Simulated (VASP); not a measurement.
Set up this calculation in VASP 6.6.1, as the native input.

* Task: single point
* Functional: PBE
* Potentials or basis: VASP PAW PBE potentials, release 64 (Dy_3, Ag, H), 4f in core
* Cutoff: 500 eV
* k mesh: 10 × 10 × 10
* Occupations: gaussian, width 0.1 eV
* Spin: no spin polarisation
* Dipole correction: no
* Further INCAR settings: ALGO = Normal; EDIFF = 1e-06; NBANDS = 32

The structure of DyAgH2 lies in POSCAR:

```
DyAgH2
1.0
   -2.1536823953      2.1536823953      5.4632291784
    2.1536823953     -2.1536823953      5.4632291784
    2.1536823953      2.1536823953     -5.4632291784
Dy Ag H
2 2 4
Direct
    0.0000000000      0.0000000000      0.0000000000
    0.7500000000      0.2500000000      0.5000000000
    0.5000000000      0.5000000000      0.0000000000
    0.2500000000      0.7500000000      0.5000000000
    0.2014530704      0.2014530704      0.0000000000
    0.7985469296      0.7985469296      0.0000000000
    0.5485469296      0.0485469296      0.5000000000
    0.9514530704      0.4514530704      0.5000000000
```

These files were run (other wordings do the same):

INCAR

```
SYSTEM = DyAgH2
PREC = Accurate
ENCUT = 500
EDIFF = 1E-6
ISMEAR = 0
SIGMA = 0.1
LREAL = .False.
LASPH = .True.
NELM = 200
ALGO = Normal
ISIF = 2
LWAVE = .False.
LCHARG = .False.
GGA = PE
NBANDS = 32
GGA_COMPAT = .False.
LMAXMIX = 6
```

KPOINTS

```
Automatic mesh
0
Gamma
  10 10 10
  0 0 0
```

Potentials or basis: VASP PAW PBE potentials, release 64 (Dy_3, Ag, H), 4f in core.

Command:

```bash
$ cat potpaw_PBE.64/Dy_3/POTCAR potpaw_PBE.64/Ag/POTCAR potpaw_PBE.64/H/POTCAR > POTCAR
$ mpirun -np 1 vasp_std > vasp.out
```

Results of the run:

- Pressure: 2.8 GPa
- Largest force: 0.005 eV/Å
- Band gap on the k mesh: zero (bands 22 and 23 overlap by 1.77 eV)

Caveat: spin-orbit coupling is left out, which moves the levels of the heavy elements; the 4f electrons are frozen in the core, so they carry no moment and show no levels.

Wall time 5.9 min on 1 thread of Intel(R) Xeon(R) Platinum 8488C (Sapphire Rapids), with other jobs on the host, peak memory 0.51 GiB.
